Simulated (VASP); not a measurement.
Set up this calculation in VASP 6.6.1, as the native input.

| Property | Result |
| --- | --- |
| Task | relaxation of volume and atoms at fixed shape |
| Functional | LDA |
| Potentials or basis | VASP PAW LDA potentials, release 64 (Ag, O) |
| Cutoff | 600 eV |
| k mesh | 4 × 4 × 4 |
| Occupations | fermi-dirac, width 0.01 eV |
| Spin | no spin polarisation |
| Dipole correction | no |
| Further INCAR settings | ALGO = Normal; EDIFF = 1e-07; IBRION = 2; EDIFFG = -0.01; NSW = 80; ISIF = 8 |

The structure of Ag2O lies in POSCAR:

```
Ag2O
1.0
    4.7180000000      0.0000000000      0.0000000000
    0.0000000000      4.7180000000      0.0000000000
    0.0000000000      0.0000000000      4.7180000000
Ag O
4 2
Direct
    0.2500000000      0.2500000000      0.2500000000
    0.2500000000      0.7500000000      0.7500000000
    0.7500000000      0.7500000000      0.2500000000
    0.7500000000      0.2500000000      0.7500000000
    0.0000000000      0.0000000000      0.0000000000
    0.5000000000      0.5000000000      0.5000000000
```

The input as run:

INCAR

```
SYSTEM = Ag2O
PREC = Accurate
ENCUT = 600
EDIFF = 1E-7
ISMEAR = -1
SIGMA = 0.01
LREAL = .FALSE.
LASPH = .TRUE.
NELM = 120
ALGO = Normal
ISIF = 8
LWAVE = .FALSE.
LCHARG = .FALSE.
IBRION = 2
NSW = 80
EDIFFG = -0.01
GGA_COMPAT = .FALSE.
NELMIN = 4
```

KPOINTS

```
regular mesh
0
G
  4 4 4
  0 0 0
```

Potentials or basis: VASP PAW LDA potentials, release 64 (Ag, O).

Command:

```console
$ cat potpaw_LDA.64/Ag/POTCAR potpaw_LDA.64/O/POTCAR > POTCAR
$ mpirun -np 1 vasp_std > vasp.out
```

Results of the run:

```yaml
Relaxed_volume: 16.63 Å³/atom
Relaxed_cell: a = 4.639 Å, b = 4.639 Å, c = 4.639 Å, α = 90.00°, β = 90.00°, γ = 90.00°
Space_group_after_relaxing_to_0.1_Å: Pn-3m (No. 224)
Energy_gained_by_relaxing: 13.1 meV/atom
Ionic_steps: 3
Pressure_after_relaxing: 0.0 GPa
Band_gap_on_the_k_mesh: 0.11 eV
```

Caveat: semilocal functionals underestimate gaps, and a narrow one can read as zero.

Run time: 63 s on 1 thread of Intel(R) Xeon(R) Platinum 8375C CPU @ 2.90GHz (Ice Lake) (shared host), peak memory 0.22 GiB.
